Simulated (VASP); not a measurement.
# Ge16PH7 in VASP: single point with PBE

Aim: the single point of Ge16PH7 with PBE.

All numbers are computed with VASP 6.6.1; they aren't measurements. Logs are shortened: lines on timing, memory, paths and dates and some standing lists are left out, and cuts for length are marked.

## Step 1: The cell of the first run

The cell holds a slab with vacuum, 24 atoms: a = 8.004 Å, b = 8.004 Å, c = 19.635 Å, α = 90.00°, β = 90.00°, γ = 60.00°.

## Step 2: Single point, PBE

Input file INCAR:

```
PREC = Accurate ; ENCUT = 410
EDIFF = 1E-6 ; ISMEAR = -1
SIGMA = 0.05 ; LREAL = False
LASPH = True ; NELM = 120
ALGO = Normal ; ISIF = 2
LWAVE = False ; LCHARG = False
GGA = PE ; NBANDS = 136
GGA_COMPAT = False ; NELMDL = -8
```

Input file KPOINTS:

```
regular mesh
0
Gamma
  2 2 1
```

Input file POSCAR:

```
Ge16PH7
1.0
    8.0044490000      0.0000000000      0.0000000000
    4.0022240000      6.9320560000      0.0000000000
    0.0000000000      0.0000000000     19.6347530000
H Ge P
7 16 1
Direct
    0.1666682242      0.1666605117      0.0509301034
    0.6666651634      0.1666605117      0.0509301034
    0.1666615317      0.6666708982      0.0509301034
    0.6666584709      0.6666708982      0.0509301034
    1.1775359208      0.0755764235      0.3494263462
    1.0719876577      0.6438493861      0.4580042336
    1.1467460386      0.4075558536      0.4436674095
    0.1666682242      0.1666605117      0.1298717636
    0.6666651634      0.1666605117      0.1298717636
    0.1666615317      0.6666708982      0.1298717636
    0.6666584709      0.6666708982      0.1298717636
   -0.1632165239      0.3379516842      0.1768140399
    0.3092997107      0.3712751311      0.1686499443
   -0.1423219864      0.8149241726      0.1608678245
    0.3213218064      0.8260896911      0.1653751387
   -0.1850548035      0.3248098400      0.3059320380
    0.2648486444      0.4786170221      0.3025961162
   -0.0927340386      0.8223390001      0.2962807834
    0.3089424517      0.7980027859      0.2969326887
   -0.0044066371      0.0219559680      0.3699257128
    0.5100779080     -0.0039959285      0.1684258519
   -0.0713474999      0.5511928928      0.3669157437
    0.5206416025      0.5211729392      0.3738524238
    1.0431078852      0.5013952570      0.4993340125
```

Potentials or basis: VASP PAW PBE potentials, release 64 (H, Ge_d, P).

The run is started by

```
cat potpaw_PBE.64/H/POTCAR potpaw_PBE.64/Ge_d/POTCAR potpaw_PBE.64/P/POTCAR > POTCAR
mpirun -np 1 vasp_std > vasp.out
```

OUTCAR:

```text
PREC = Accurate
   ENCUT = 410
   EDIFF = 1E-6
   ISMEAR = -1
   LREAL = False
   LASPH = True
   NELM = 120
   ISIF = 2
   GGA = PE
   NELMDL = -8

 ion  position               nearest neighbor table
   1  0.167  0.167  0.051-   8 1.55
   2  0.667  0.167  0.051-   9 1.55
   3  0.167  0.667  0.051-  10 1.55
   4  0.667  0.667  0.051-  11 1.55
   5  0.178  0.076  0.349-  20 1.76
   6  0.072  0.644  0.458-  24 1.51
   7  0.147  0.408  0.444-  24 1.35
   8  0.167  0.167  0.130-   1 1.55  15 2.46  12 2.47  21 2.50  13 2.54
   9  0.667  0.167  0.130-   2 1.55  21 2.39  14 2.52  12 2.54  13 2.60
  10  0.167  0.667  0.130-   3 1.55  13 2.19  14 2.23  15 2.29
  11  0.667  0.667  0.130-   4 1.55  21 2.41  14 2.44  12 2.46  15 2.50
  12  0.837  0.338  0.177-  11 2.46   8 2.47   9 2.54  16 2.55
  13  0.309  0.371  0.169-  10 2.19   8 2.54   9 2.60  21 2.60  17 2.73
  14  0.858  0.815  0.161-  10 2.23  21 2.41  11 2.44   9 2.52  18 2.69
  15  0.321  0.826  0.165-  10 2.29   8 2.46  21 2.49  11 2.50  19 2.60
  16  0.815  0.325  0.306-  20 2.46  23 2.47  12 2.55  22 2.68
  17  0.265  0.479  0.303-  23 2.64  13 2.73  19 2.75  22 2.76  18 2.81
  18  0.907  0.822  0.296-  20 2.50  22 2.51  14 2.69  17 2.81
  19  0.309  0.798  0.297-  23 2.51  15 2.60  20 2.66  17 2.75
  20  0.996  0.022  0.370-   5 1.76  16 2.46  18 2.50  19 2.66
  21  0.510  0.996  0.168-   9 2.39  11 2.41  14 2.41  15 2.49   8 2.50  13 2.60
  22  0.929  0.551  0.367-  18 2.51  16 2.68  24 2.72  17 2.76
  23  0.521  0.521  0.374-  16 2.47  19 2.51  17 2.64
  24  0.043  0.501  0.499-   7 1.35   6 1.51  22 2.72

  LATTYP: Found a hexagonal cell.
 ALAT       =     8.0044485965
 C/A-ratio  =     2.4529800852

  Lattice vectors:

 A1 = (  -4.0022240000,  -6.9320560000,   0.0000000000)
 A2 = (   8.0044490000,   0.0000000000,   0.0000000000)
 A3 = (   0.0000000000,   0.0000000000,  19.6347530000)

Analysis of symmetry for initial positions (statically):
=====================================================================
 Subroutine PRICEL returns:
 Original cell was already a primitive cell.

 Routine SETGRP: Setting up the symmetry group for a
 hexagonal supercell.

 Subroutine GETGRP returns: Found  1 space group operations
 (whereof  1 operations were pure point group operations)
 out of a pool of 24 trial point group operations.

The static configuration has the point symmetry C_1 .

Analysis of symmetry for dynamics (positions and initial velocities):
=====================================================================
 Subroutine PRICEL returns:
 Original cell was already a primitive cell.

 Routine SETGRP: Setting up the symmetry group for a
 hexagonal supercell.

 Subroutine GETGRP returns: Found  1 space group operations
 (whereof  1 operations were pure point group operations)
 out of a pool of 24 trial point group operations.

The dynamic configuration has the point symmetry C_1 .

 Subroutine INISYM returns: Found  1 space group operations
 (whereof  1 operations are pure point group operations),
 and found     1 'primitive' translations

----------------------------------------------------------------------------------------

                                     Primitive cell

  volume of cell :    1089.4792

  direct lattice vectors                    reciprocal lattice vectors
     8.004449000  0.000000000  0.000000000     0.124930523 -0.072128664  0.000000000
     4.002224000  6.932056000  0.000000000     0.000000000  0.144257346  0.000000000
     0.000000000  0.000000000 19.634753000     0.000000000  0.000000000  0.050930103

  length of vectors
     8.004449000  8.004448596 19.634753000     0.144257339  0.144257346  0.050930103

  position of ions in fractional coordinates (direct lattice)
     0.166668224  0.166660512  0.050930103
     0.666665163  0.166660512  0.050930103
     0.166661532  0.666670898  0.050930103
     0.666658471  0.666670898  0.050930103
     0.177535921  0.075576424  0.349426346
     0.071987658  0.643849386  0.458004234
[... 16 lines left out ...]
     0.520641602  0.521172939  0.373852424
     0.043107885  0.501395257  0.499334013

  ion indices of the primitive-cell ions
   primitive index   ion index
                 1           1
                 2           2
                 3           3
                 4           4
                 5           5
                 6           6
[... 16 lines left out ...]
                23          23
                24          24

----------------------------------------------------------------------------------------

 KPOINTS: regular mesh

Automatic generation of k-mesh.
 Grid dimensions read from file:
 generate k-points for:    2    2    1

 Generating k-lattice:

  Cartesian coordinates                     Fractional coordinates (reciprocal lattice)
     0.062465262 -0.036064332  0.000000000     0.500000000 -0.000000000  0.000000000
     0.000000000  0.072128673  0.000000000     0.000000000  0.500000000  0.000000000
     0.000000000  0.000000000  0.050930103     0.000000000  0.000000000  1.000000000

  Length of vectors
     0.072128669  0.072128673  0.050930103

  Shift w.r.t. Gamma in fractional coordinates (k-lattice)
     0.000000000  0.000000000  0.000000000

 Subroutine IBZKPT returns following result:
 ===========================================

 Found      4 irreducible k-points:

 Following reciprocal coordinates:
            Coordinates               Weight
  0.000000  0.000000  0.000000      1.000000
  0.500000  0.000000  0.000000      1.000000
  0.500000  0.500000  0.000000      1.000000
  0.000000  0.500000  0.000000      1.000000
   k-points           NKPTS =      4   k-points in BZ     NKDIM =      4   number of bands    NBANDS=    136
   number of dos      NEDOS =    301   number of ions     NIONS =     24
   total plane-waves  NPLWV = 408240
   dimension x,y,z NGX =    54 NGY =   54 NGZ =  140
   dimension x,y,z NGXF=   108 NGYF=  108 NGZF=  280
   ions per type =               7  16   1
   NGX,Y,Z   is equivalent  to a cutoff of  11.22, 11.22, 11.85 a.u.
   NGXF,Y,Z  is equivalent  to a cutoff of  22.43, 22.43, 23.71 a.u.
 SYSTEM =  unknown system
   PREC   = accura    normal or accurate (medium, high low for compatibility)
   ISTART =      0    job   : 0-new  1-cont  2-samecut
   ICHARG =      2    charge: 1-file 2-atom 10-const
   ISPIN  =      1    spin polarized calculation?
   LNONCOLLINEAR =      F non collinear calculations
   LSORBIT =      F    spin-orbit coupling
   LASPH  =      T    aspherical Exc in radial PAW
   ENCUT  =  410.0 eV  30.13 Ry    5.49 a.u.  13.22 13.22 32.42*2*pi/ulx,y,z
   NELM   =    120;   NELMIN=  2; NELMDL= -8     # of ELM steps
   EDIFF  = 0.1E-05   stopping-criterion for ELM
   LREAL  =      F    real-space projection
   EDIFFG = 0.1E-04   stopping-criterion for IOM
   NSW    =      0    number of steps for IOM
   IBRION =     -1    ionic relax: 0-MD 1-quasi-New 2-CG
   NFREE  =      0    steps in history (QN), initial steepest desc. (CG)
   ISIF   =      2    stress and relaxation
   ISYM   =      2    0-nonsym 1-usesym 2-fastsym
   POTIM  = 0.5000    time-step for ionic-motion
   TEBEG  =    0.0;   TEEND  =   0.0 temperature during run
   PSTRESS=    0.0 pullay stress
   NELECT =     236.0000    total number of electrons
   NUPDOWN=      -1.0000    fix difference up-down
   EMIN   =  10.00;   EMAX   =-10.00  energy-range for DOS
   EFERMI =   0.00;   METHOD = LEGACY
   ISMEAR =    -1;   SIGMA  =   0.05  broadening in eV -4-tet -1-fermi 0-gaus
   EFERMI_NEDOS =   21; number of points for ismear=-14 and -15
   IALGO  =     38    algorithm
   IMIX   =      4    mixing-type and parameters
     AMIX     =   0.40;   BMIX     =  1.00
     AMIX_MAG =   1.60;   BMIX_MAG =  1.00
  volume/ion in A,a.u.               =      45.39       306.34
  Fermi-wavevector in a.u.,A,eV,Ry     =   0.983194  1.857967 13.152348  0.966670
  Thomas-Fermi vector in A             =   2.114333
   LORBIT       =      0    0 simple, 1 ext, 2 COOP (PROOUT), +10 PAW based schemes
   GGA     = PE    functional components
   LHFCALC =     F    Hartree Fock is set to
   AEXX    =    0.0000 exact exchange contribution
   IVDW    =     0    specifies the selected vdW correction
   LEPSILON=     F    determine dielectric tensor
   LRPA    =     F    only Hartree local field effects (RPA)
 non-spin polarized calculation
  energy-cutoff  :      410.00
  volume of cell :     1089.48
 maximum number of plane-waves:     20556
 NGX is ok and might be reduce to    54
   NGX = 27   NGY = 27   NGZ = 65

 number of electron     236.0000005 magnetization

 Free energy of the ion-electron system (eV)
  ---------------------------------------------------
  ext. energy  EPLUGINS =         0.00000000
  ---------------------------------------------------
  free energy    TOTEN  =       -89.40281835 eV

  energy without entropy =      -89.35807750  energy(sigma->0) =      -89.38044792

 E-fermi :  -1.0876     XC(G=0):  -4.5652

 val. band max:       -1.1059200505   @ k =   0.0000   0.5000   0.0000
 cond. band min:      -1.0705352750   @ k =   0.0000   0.0000   0.0000
 fundamental gap:      0.0353847755
 Fermi energy:        -1.0875797865

 k-point     1 :       0.0000    0.0000    0.0000
  band No.  band energies     occupation
      1     -26.3680      2.00000
      2     -26.3136      2.00000
      3     -26.2383      2.00000
      4     -26.2359      2.00000
      5     -26.1971      2.00000
      6     -26.1805      2.00000
[... 122 lines left out ...]
    129       1.1186      0.00000
    130       1.7110      0.00000

 k-point     2 :       0.5000    0.0000    0.0000
  band No.  band energies     occupation
      1     -26.3644      2.00000
      2     -26.2902      2.00000
      3     -26.2808      2.00000
      4     -26.2384      2.00000
      5     -26.2078      2.00000
      6     -26.1819      2.00000
[... 122 lines left out ...]
    129       1.8898      0.00000
    130       1.9556      0.00000

 k-point     3 :       0.5000    0.5000    0.0000
  band No.  band energies     occupation
      1     -26.3631      2.00000
      2     -26.2914      2.00000
      3     -26.2835      2.00000
      4     -26.2325      2.00000
      5     -26.2080      2.00000
      6     -26.1805      2.00000
[... 122 lines left out ...]
    129       1.8763      0.00000
    130       1.9468      0.00000

 k-point     4 :       0.0000    0.5000    0.0000
  band No.  band energies     occupation
      1     -26.3684      2.00000
      2     -26.3078      2.00000
      3     -26.2461      2.00000
      4     -26.2327      2.00000
      5     -26.2015      2.00000
      6     -26.1832      2.00000
[... 122 lines left out ...]
    129       1.9258      0.00000
    130       2.0525      0.00000
 [bands above 130 left out]

------------------------ aborting loop because EDIFF is reached ----------------------------------------

  FORCE on cell =-STRESS in cart. coord.  units (eV):
  Direction    XX          YY          ZZ          XY          YZ          ZX
  --------------------------------------------------------------------------------------
  -------------------------------------------------------------------------------------
  Total       19.3551177     25.5274431     -1.3686147     -2.6114858     -0.6706144     -1.1365621
  in kB       28.4634444     37.5404048     -2.0126713     -3.8404251     -0.9861989     -1.6714169
  external PRESSURE =      21.3303926 kB  Pullay stress =       0.0000000 kB

 VOLUME and BASIS-vectors are now :
 -----------------------------------------------------------------------------
  energy-cutoff  :      410.00
  volume of cell :     1089.48
      direct lattice vectors                 reciprocal lattice vectors
     8.004449000  0.000000000  0.000000000     0.124930523 -0.072128664  0.000000000
     4.002224000  6.932056000  0.000000000     0.000000000  0.144257346  0.000000000
     0.000000000  0.000000000 19.634753000     0.000000000  0.000000000  0.050930103

 POSITION                                       TOTAL-FORCE (eV/Angst)
 -----------------------------------------------------------------------------------
      2.00110      1.15530      1.00000        -0.097720      0.066113     -0.149071
      6.00330      1.15530      1.00000         0.129213      0.108891     -0.227354
      4.00220      4.62140      1.00000         0.009898      0.000257     -0.276038
      8.00440      4.62140      1.00000        -0.006160     -0.152203     -0.169024
      1.72355      0.52390      6.86090        -0.500452     -0.722781     -0.251312
      3.15305      4.46320      8.99280        -0.253974     -0.021692      1.345056
[... 16 lines left out ...]
      6.25330      3.61280      7.34050        -0.490182      0.173312      0.057548
      2.35175      3.47570      9.80430        -0.409391      2.248029     -1.024800
 -----------------------------------------------------------------------------------
    total drift:                                0.001900      0.000759      0.000291

  FREE ENERGIE OF THE ION-ELECTRON SYSTEM (eV)
  ---------------------------------------------------
  free  energy   TOTEN  =       -89.4028183524 eV

  energy  without entropy=      -89.3580774958  energy(sigma->0) =      -89.38044792
```

Wall time 16 min (1 thread of Intel Xeon 6975P-C (Granite Rapids), shared host); peak memory 0.92 GiB.

Results:

```yaml
Free_energy: -89.4028 eV
Largest_force: 3.358 eV/Å
Band_gap_on_the_k_mesh: 0.04 eV (least direct gap 0.32 eV)
```

Forces on the atoms (eV/Å):
```
H   -0.098  0.066 -0.149
H    0.129  0.109 -0.227
H    0.010  0.000 -0.276
H   -0.006 -0.152 -0.169
H   -0.500 -0.723 -0.251
H   -0.254 -0.022  1.345
H    1.089 -2.294 -1.003
Ge  -0.554  0.744 -0.787
Ge   1.118  1.135 -0.736
Ge   0.722  0.876 -3.160
Ge  -0.376 -1.556 -1.232
Ge  -0.404 -0.299  0.798
Ge   0.136 -2.306  2.244
Ge   0.023  0.658  1.814
Ge  -0.150  0.096  1.464
Ge   0.113  0.725 -0.239
Ge  -0.582 -0.238 -0.208
Ge   0.391 -0.328 -0.680
Ge   0.106 -0.101 -0.406
Ge   0.501  0.501  0.721
Ge  -0.429  1.200  2.130
Ge  -0.085 -0.514 -0.025
Ge  -0.490  0.173  0.058
P   -0.409  2.248 -1.025
```

Caveat: the k points lie up to 0.45 Å⁻¹ apart.
